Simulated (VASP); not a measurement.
A run of VASP 6.6.1 is set up as follows.

The input INCAR:

```
SYSTEM = YBRh3
  PREC = Accurate
  ENCUT = 520
  EDIFF = 1E-6
  ISMEAR = 0
  SIGMA = 0.1
  LREAL = .False.
  LASPH = .True.
  NELM = 100
  ALGO = Normal
  ISIF = 2
  LWAVE = .False.
  LCHARG = .True.
  GGA = PS
  LELF = .True.
  LVHAR = .True.
  NBANDS = 38
```

KPOINTS

```
regular mesh
0
Gamma
  4 4 4
  0 0 0
```

POSCAR

```
YBRh3
1.0
    4.1641000000      0.0000000000      0.0000000000
    0.0000000000      4.1641000000      0.0000000000
    0.0000000000      0.0000000000      4.1641000000
Y B Rh
1 1 3
Direct
    0.0038100000      0.9972500000      0.9890200000
    0.5076800000      0.4881100000      0.4596300000
    0.0200600000      0.4765300000      0.4618400000
    0.4963100000      0.9788807397      0.5141600000
    0.5208700000      0.5158400000      0.9844900000
```

Potentials or basis: VASP PAW PBE potentials, release 64 (Y_sv, B, Rh_pv).

Launch:

```console
$ cat potpaw_PBE.64/Y_sv/POTCAR potpaw_PBE.64/B/POTCAR potpaw_PBE.64/Rh_pv/POTCAR > POTCAR
$ mpirun -np 1 vasp_std > vasp.out
```

Task: What does it give for the largest force?

Result: 1.440 eV/Å.

Task: What does it give for the pressure?

Result: -0.4 GPa.

Forces in eV/Å, atoms in the order of the input:
```
Y    0.165 -0.077 -0.071
B    0.567 -0.471  1.037
Rh  -0.872  0.547  1.008
Rh   0.484  0.901 -0.917
Rh  -0.344 -0.900 -1.056
```

Caveat: the k points lie up to 0.38 Å⁻¹ apart; the PAW data sets were made with another functional, which shifts forces and pressure a little.
